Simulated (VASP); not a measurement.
Runs of VASP 6.6.1 on Tl. The structure is that of space group Im-3m (No. 229), or close to it. The cells are those of the table. 

```csv
task,cell,cutoff (eV),gap on the mesh (eV),pressure (GPa)
single point,"a = 3.438 Å, angles 109.5°, 1 atom",520,none,(a)
single point,"a = 3.588 Å, angles 109.5°, 1 atom",520,none,0.0
single point,"a = 3.726 Å, angles 109.5°, 1 atom",520,none,-1.5
single point,"a = 3.635 Å, angles 109.5°, 1 atom",520,none,-0.6
relaxation of cell and atoms,"relaxed from a = 3.315 Å, angles 109.5°, 1 atom",600,none,0.0
```

Alike in all rows: level BLYP; potentials or basis VASP PAW PBE potentials, release 64 (Tl_d); no spin polarisation; k mesh 12 × 12 × 12; smearing fermi-dirac 0.1 eV.

Problem. Fill in the values left out.

Solution. (a) 3.3.

Caveats: the PAW data sets were made with another functional, which shifts forces and pressure a little; spin-orbit coupling is left out, which moves the levels of the heavy elements.

A k mesh can miss the band edges, and the runs leave out spin-orbit coupling on Tl.

A gap of «none» marks levels without a gap at the run's occupations.
